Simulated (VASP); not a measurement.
# HfC (Fm-3m) in VASP: further runs

The runs below take HfC through single point, relaxation of cell and atoms, with PBE.

All numbers are computed with VASP 6.6.1; they aren't measurements. Logs are shortened: lines on timing, memory, paths and dates and some standing lists are left out, and cuts for length are marked.

## 1. The cell of the first run

It takes space group Fm-3m (No. 225, cubic). Conventional cell: a = 4.651 Å, b = 4.651 Å, c = 4.651 Å, α = 90.00°, β = 90.00°, γ = 90.00°. Within 3.1 Å of Hf (site symmetry m-3m) lie 6 C at 2.33 Å. C (site symmetry m-3m) has 6 Hf at 2.33 Å within 3.1 Å.

## 2. Single point, PBE

File INCAR:

```
ALGO = Normal ; EDIFF = 1E-6
ENCUT = 520 ; GGA = PE
ISIF = 2 ; ISMEAR = 0
LASPH = T ; LCHARG = T
LELF = T ; LREAL = F
LVHAR = T ; LWAVE = F
NBANDS = 14 ; NELM = 80
PREC = Accurate ; SIGMA = 0.1
```

File KPOINTS:

```
k-points
0
Gamma
  16 16 16
```

File POSCAR:

```
HfC
1.0
    0.0000000000      2.3257467221      2.3257467221
    2.3257467221      0.0000000000      2.3257467221
    2.3257467221      2.3257467221      0.0000000000
Hf C
1 1
Direct
    0.5000000000      0.5000000000      0.5000000000
    0.0000000000      0.0000000000      0.0000000000
```

Potentials or basis: VASP PAW PBE potentials, release 64 (Hf_pv, C).

Command:

```sh
$ cat potpaw_PBE.64/Hf_pv/POTCAR potpaw_PBE.64/C/POTCAR > POTCAR
$ mpirun -np 1 vasp_std > vasp.out
```

OUTCAR:

```text
EDIFF = 1E-6
   ENCUT = 520
   GGA = PE
   ISIF = 2
   ISMEAR = 0
   LASPH = T
   LREAL = F
   NELM = 80
   PREC = Accurate

 ion  position               nearest neighbor table
   1  0.500  0.500  0.500-   2 2.33   2 2.33   2 2.33   2 2.33   2 2.33   2 2.33
   2  0.000  0.000  0.000-   1 2.33   1 2.33   1 2.33   1 2.33   1 2.33   1 2.33

  LATTYP: Found a face centered cubic cell.
 ALAT       =     4.6514934442

  Lattice vectors:

 A1 = (   0.0000000000,   2.3257467221,   2.3257467221)
 A2 = (   2.3257467221,   0.0000000000,   2.3257467221)
 A3 = (   2.3257467221,   2.3257467221,   0.0000000000)

Analysis of symmetry for initial positions (statically):
=====================================================================
 Subroutine PRICEL returns:
 Original cell was already a primitive cell.

 Routine SETGRP: Setting up the symmetry group for a
 face centered cubic supercell.

 Subroutine GETGRP returns: Found 48 space group operations
 (whereof 48 operations were pure point group operations)
 out of a pool of 48 trial point group operations.

The static configuration has the point symmetry O_h .

Analysis of symmetry for dynamics (positions and initial velocities):
=====================================================================
 Subroutine PRICEL returns:
 Original cell was already a primitive cell.

 Routine SETGRP: Setting up the symmetry group for a
 face centered cubic supercell.

 Subroutine GETGRP returns: Found 48 space group operations
 (whereof 48 operations were pure point group operations)
 out of a pool of 48 trial point group operations.

The dynamic configuration has the point symmetry O_h .

 Subroutine INISYM returns: Found 48 space group operations
 (whereof 48 operations are pure point group operations),
 and found     1 'primitive' translations

----------------------------------------------------------------------------------------

                                     Primitive cell

  volume of cell :      25.1604

  direct lattice vectors                    reciprocal lattice vectors
     0.000000000  2.325746722  2.325746722    -0.214984717  0.214984717  0.214984717
     2.325746722  0.000000000  2.325746722     0.214984717 -0.214984717  0.214984717
     2.325746722  2.325746722  0.000000000     0.214984717  0.214984717 -0.214984717

  length of vectors
     3.289102557  3.289102557  3.289102557     0.372364452  0.372364452  0.372364452

  position of ions in fractional coordinates (direct lattice)
     0.500000000  0.500000000  0.500000000
     0.000000000  0.000000000  0.000000000

  ion indices of the primitive-cell ions
   primitive index   ion index
                 1           1
                 2           2

----------------------------------------------------------------------------------------

 KPOINTS: k-points

Automatic generation of k-mesh.
 Grid dimensions read from file:
 generate k-points for:   16   16   16

 Generating k-lattice:

  Cartesian coordinates                     Fractional coordinates (reciprocal lattice)
    -0.013436545  0.013436545  0.013436545     0.062500000  0.000000000  0.000000000
     0.013436545 -0.013436545  0.013436545     0.000000000  0.062500000  0.000000000
     0.013436545  0.013436545 -0.013436545     0.000000000  0.000000000  0.062500000

  Length of vectors
     0.023272778  0.023272778  0.023272778

  Shift w.r.t. Gamma in fractional coordinates (k-lattice)
     0.000000000  0.000000000  0.000000000

 Subroutine IBZKPT returns following result:
 ===========================================

 Found    145 irreducible k-points:

 Following reciprocal coordinates:
            Coordinates               Weight
  0.000000  0.000000  0.000000      1.000000
  0.062500  0.000000  0.000000      8.000000
  0.125000  0.000000  0.000000      8.000000
  0.187500  0.000000  0.000000      8.000000
  0.250000  0.000000  0.000000      8.000000
  0.312500  0.000000  0.000000      8.000000
[... 16 lines left out ...]
 -0.125000  0.062500  0.000000     24.000000
 -0.062500  0.062500  0.000000     12.000000
 [... further k-points ...]
   k-points           NKPTS =    145   k-points in BZ     NKDIM =    145   number of bands    NBANDS=     14
   number of dos      NEDOS =    301   number of ions     NIONS =      2
   total plane-waves  NPLWV =  13824
   dimension x,y,z NGX =    24 NGY =   24 NGZ =   24
   dimension x,y,z NGXF=    48 NGYF=   48 NGZF=   48
   ions per type =               1   1
   NGX,Y,Z   is equivalent  to a cutoff of  12.13, 12.13, 12.13 a.u.
   NGXF,Y,Z  is equivalent  to a cutoff of  24.26, 24.26, 24.26 a.u.
 SYSTEM =  unknown system
   PREC   = accura    normal or accurate (medium, high low for compatibility)
   ISTART =      0    job   : 0-new  1-cont  2-samecut
   ICHARG =      2    charge: 1-file 2-atom 10-const
   ISPIN  =      1    spin polarized calculation?
   LNONCOLLINEAR =      F non collinear calculations
   LSORBIT =      F    spin-orbit coupling
   LASPH  =      T    aspherical Exc in radial PAW
   ENCUT  =  520.0 eV  38.22 Ry    6.18 a.u.   6.12  6.12  6.12*2*pi/ulx,y,z
   NELM   =     80;   NELMIN=  2; NELMDL= -5     # of ELM steps
   EDIFF  = 0.1E-05   stopping-criterion for ELM
   LREAL  =      F    real-space projection
   EDIFFG = 0.1E-04   stopping-criterion for IOM
   NSW    =      0    number of steps for IOM
   IBRION =     -1    ionic relax: 0-MD 1-quasi-New 2-CG
   NFREE  =      0    steps in history (QN), initial steepest desc. (CG)
   ISIF   =      2    stress and relaxation
   ISYM   =      2    0-nonsym 1-usesym 2-fastsym
   POTIM  = 0.5000    time-step for ionic-motion
   TEBEG  =    0.0;   TEEND  =   0.0 temperature during run
   PSTRESS=    0.0 pullay stress
   NELECT =      14.0000    total number of electrons
   NUPDOWN=      -1.0000    fix difference up-down
   EMIN   =  10.00;   EMAX   =-10.00  energy-range for DOS
   EFERMI =   0.00;   METHOD = LEGACY
   ISMEAR =     0;   SIGMA  =   0.10  broadening in eV -4-tet -1-fermi 0-gaus
   EFERMI_NEDOS =   21; number of points for ismear=-14 and -15
   IALGO  =     38    algorithm
   IMIX   =      4    mixing-type and parameters
     AMIX     =   0.40;   BMIX     =  1.00
     AMIX_MAG =   1.60;   BMIX_MAG =  1.00
  volume/ion in A,a.u.               =      12.58        84.90
  Fermi-wavevector in a.u.,A,eV,Ry     =   1.346517  2.544548 24.668823  1.813107
  Thomas-Fermi vector in A             =   2.474342
   LORBIT       =      0    0 simple, 1 ext, 2 COOP (PROOUT), +10 PAW based schemes
   GGA     = PE    functional components
   LHFCALC =     F    Hartree Fock is set to
   AEXX    =    0.0000 exact exchange contribution
   IVDW    =     0    specifies the selected vdW correction
   LEPSILON=     F    determine dielectric tensor
   LRPA    =     F    only Hartree local field effects (RPA)
 non-spin polarized calculation
 Gauss-broadening in eV      SIGMA  =   0.10
  energy-cutoff  :      520.00
  volume of cell :       25.16
 maximum number of plane-waves:       700
   NGX = 13   NGY = 13   NGZ = 13

 number of electron      14.0000000 magnetization

 Free energy of the ion-electron system (eV)
  ---------------------------------------------------
  ext. energy  EPLUGINS =         0.00000000
  ---------------------------------------------------
  free energy    TOTEN  =       -21.04584314 eV

  energy without entropy =      -21.04371864  energy(sigma->0) =      -21.04478089

 E-fermi :   5.9249     XC(G=0): -12.2805

 val. band max:        5.9026124312   @ k =   0.4375   0.3750   0.0000
 cond. band min:       5.9280154973   @ k =   0.1250   0.1250   0.0000
 fundamental gap:      0.0254030662
 Fermi energy:         5.9249095624

 k-point     1 :       0.0000    0.0000    0.0000
  band No.  band energies     occupation
      1     -23.6312      2.00000
      2     -23.6312      2.00000
      3     -23.6312      2.00000
      4      -6.3581      2.00000
      5       6.9459      0.00000
      6       6.9459      0.00000
      7       6.9459      0.00000
      8       7.3369      0.00000
      9       7.3369      0.00000
     10       7.3369      0.00000
     11       9.3334      0.00000
     12       9.3334      0.00000
     13      12.7630      0.00000
     14      16.9438      0.00000

 k-point     2 :       0.0625    0.0000    0.0000
  band No.  band energies     occupation
      1     -23.6586      2.00000
      2     -23.6338      2.00000
      3     -23.6338      2.00000
      4      -6.2598      2.00000
      5       6.2018      0.00009
      6       6.4359      0.00000
      7       6.4359      0.00000
      8       7.5562      0.00000
      9       7.5562      0.00000
     10       7.8309      0.00000
     11       9.8278      0.00000
     12       9.8278      0.00000
     13      12.9904      0.00000
     14      17.2223      0.00000

 k-point     3 :       0.1250    0.0000    0.0000
  band No.  band energies     occupation
      1     -23.7357      2.00000
      2     -23.6413      2.00000
      3     -23.6413      2.00000
      4      -5.9726      2.00000
      5       5.1410      2.00000
      6       5.6370      1.99995
      7       5.6370      1.99995
      8       7.8934      0.00000
      9       7.8934      0.00000
     10       8.2506      0.00000
     11      10.8914      0.00000
     12      10.8914      0.00000
     13      13.5804      0.00000
     14      17.9955      0.00000

 k-point     4 :       0.1875    0.0000    0.0000
  band No.  band energies     occupation
      1     -23.8489      2.00000
      2     -23.6525      2.00000
      3     -23.6525      2.00000
      4      -5.5194      2.00000
      5       4.0203      2.00000
      6       4.8671      2.00000
      7       4.8671      2.00000
      8       8.3712      0.00000
      9       8.3712      0.00000
     10       8.5735      0.00000
     11      12.1526      0.00000
     12      12.1526      0.00000
     13      14.3208      0.00000
     14      19.0482      0.00000

 k-point     5 :       0.2500    0.0000    0.0000
  band No.  band energies     occupation
      1     -23.9790      2.00000
      2     -23.6656      2.00000
      3     -23.6656      2.00000
      4      -4.9344      2.00000
      5       2.9151      2.00000
      6       4.2020      2.00000
      7       4.2020      2.00000
      8       8.9341      0.00000
      9       8.9893      0.00000
     10       8.9893      0.00000
     11      13.4764      0.00000
[... 276 lines left out ...]
 k-point    22 :      -0.1875    0.0625    0.0000
  band No.  band energies     occupation
      1     -23.8960      2.00000
      2     -23.6833      2.00000
      3     -23.6479      2.00000
      4      -5.2703      2.00000
      5       3.5174      2.00000
      6       4.4209      2.00000
      7       4.7253      2.00000
      8       8.2577      0.00000
      9       8.6652      0.00000
     10       9.2805      0.00000
     11      11.7881      0.00000
     12      13.3392      0.00000
     13      14.7768      0.00000
     14      19.5489      0.00000

 k-point    23 :      -0.1250    0.0625    0.0000
  band No.  band energies     occupation
      1     -23.7805      2.00000
      2     -23.6665      2.00000
      3     -23.6381      2.00000
      4      -5.7609      2.00000
      5       4.5731      2.00000
      6       5.1101      2.00000
      7       5.3656      2.00000
      8       7.7821      0.00000
      9       8.4296      0.00000
     10       8.6993      0.00000
     11      10.6669      0.00000
     12      12.0314      0.00000
     13      14.0466      0.00000
     14      18.5375      0.00000

 k-point    24 :      -0.0625    0.0625    0.0000
  band No.  band energies     occupation
      1     -23.6964      2.00000
      2     -23.6492      2.00000
      3     -23.6331      2.00000
      4      -6.0997      2.00000
      5       5.5588      2.00000
      6       5.8626      1.62211
      7       5.9803      0.43339
      8       7.4978      0.00000
      9       8.1482      0.00000
     10       8.1548      0.00000
     11       9.9210      0.00000
     12      10.8176      0.00000
     13      13.3647      0.00000
     14      17.6644      0.00000

 [... further k-points ...]
[... 5 lines left out ...]
  --------------------------------------------------------------------------------------
  -------------------------------------------------------------------------------------
  Total       -0.1048248     -0.1048248     -0.1048248      0.0000000     -0.0000000     -0.0000000
  in kB       -6.6750949     -6.6750949     -6.6750949      0.0000000     -0.0000000     -0.0000000
  external PRESSURE =      -6.6750949 kB  Pullay stress =       0.0000000 kB

 VOLUME and BASIS-vectors are now :
 -----------------------------------------------------------------------------
  energy-cutoff  :      520.00
  volume of cell :       25.16
      direct lattice vectors                 reciprocal lattice vectors
     0.000000000  2.325746722  2.325746722    -0.214984717  0.214984717  0.214984717
     2.325746722  0.000000000  2.325746722     0.214984717 -0.214984717  0.214984717
     2.325746722  2.325746722  0.000000000     0.214984717  0.214984717 -0.214984717

 POSITION                                       TOTAL-FORCE (eV/Angst)
 -----------------------------------------------------------------------------------
      2.32575      2.32575      2.32575         0.000000      0.000000      0.000000
      0.00000      0.00000      0.00000        -0.000000     -0.000000     -0.000000
 -----------------------------------------------------------------------------------
    total drift:                                0.000000     -0.000000      0.000000

  FREE ENERGIE OF THE ION-ELECTRON SYSTEM (eV)
  ---------------------------------------------------
  free  energy   TOTEN  =       -21.0458431381 eV

  energy  without entropy=      -21.0437186385  energy(sigma->0) =      -21.04478089
```

Run time: 23 s. Hardware: 1 thread of AMD EPYC 9R45 (Zen 5), shared host; peak memory 0.15 GiB.

What came out:

| Item | Value |
| --- | --- |
| Free energy | -21.0458 eV |
| Pressure | -0.7 GPa |
| Band gap on the k mesh | zero (band 7 reaches 6.95 eV, above the bottom of band 8 at 5.52 eV) |

Caveat: spin-orbit coupling is left out, which moves the levels of the heavy elements.

## 3. Relaxation of cell and atoms, PBE

File INCAR:

```
SYSTEM = HfC
PREC     = Accurate       ! precision mode
ENCUT    = 600            ! plane-wave cutoff, eV
EDIFF    = 1E-6           ! SCF threshold, eV
ISMEAR   = 0              ! smearing method
SIGMA    = 0.1            ! smearing width, eV
LREAL    = .False.        ! projectors in reciprocal space
LASPH    = .True.         ! aspherical terms in the spheres
NELM     = 60             ! most SCF steps
ALGO     = Normal         ! electronic algorithm
ISIF     = 3              ! what is computed and relaxed
LWAVE    = .False.        ! write WAVECAR
LCHARG   = .False.        ! write CHGCAR
GGA      = PE             ! functional
IBRION   = 2              ! ionic algorithm
NSW      = 100            ! ionic steps
EDIFFG   = -0.005         ! ionic threshold
```

File KPOINTS:

```
regular mesh
0
Gamma
  16 16 16
  0 0 0
```

File POSCAR:

```
HfC
1.0
    0.0000000000      2.3250000000      2.3250000000
    2.3250000000      0.0000000000      2.3250000000
    2.3250000000      2.3250000000      0.0000000000
Hf C
1 1
Direct
    0.5000000000      0.5000000000      0.5000000000
    0.0000000000      0.0000000000      0.0000000000
```

Potentials or basis: VASP PAW PBE potentials, release 64 (Hf_pv, C).

Command:

```sh
$ cat potpaw_PBE.64/Hf_pv/POTCAR potpaw_PBE.64/C/POTCAR > POTCAR
$ mpirun -np 1 vasp_std > vasp.out
```

Run time: 57 s. Hardware: 1 thread of AMD EPYC 9R45 (Zen 5), shared host; peak memory 0.17 GiB.

Results (log left out):

```
Free energy                            : -21.0472 eV
Relaxed volume                         : 12.54 Å³/atom
Relaxed cell                           : a = 3.286 Å, b = 3.286 Å, c = 3.286 Å, α = 60.00°, β = 60.00°, γ = 60.00°
Space group after relaxing (to 0.05 Å) : Fm-3m (No. 225)
Energy gained by relaxing              : 0.0 meV/atom
Ionic steps                            : 3
Pressure after relaxing                : 0.0 GPa
Band gap on the k mesh                 : zero (band 7 reaches 6.97 eV, above the bottom of band 8 at 5.55 eV)
```

Final structure:
```xyz
2
Lattice="0.0000 2.3233 2.3233 2.3233 0.0000 2.3233 2.3233 2.3233 0.0000" Properties=species:S:1:pos:R:3 pbc="T T T"
Hf    2.3233    2.3233    2.3233
C     0.0000    0.0000    0.0000
```

Levels at points of the mesh, in eV from the Fermi level:
| k point | band 3 | band 4 | band 5 | band 6 | band 7 | band 8 | band 9 | band 10 | band 11 |
| --- | --- | --- | --- | --- | --- | --- | --- | --- | --- |
| (0.00, 0.00, 0.00) | -29.54 | -12.30 | 1.02 | 1.02 | 1.02 | 1.41 | 1.41 | 1.41 | 3.42 |
| (0.50, 0.00, 0.00) | -29.61 | -8.54 | -6.13 | -2.97 | -2.97 | 5.35 | 5.35 | 5.82 | 6.58 |
| (0.50, 0.50, 0.00) | -29.77 | -10.40 | -2.56 | -1.76 | -0.07 | -0.07 | 5.34 | 6.77 | 6.77 |

Caveat: spin-orbit coupling is left out, which moves the levels of the heavy elements.
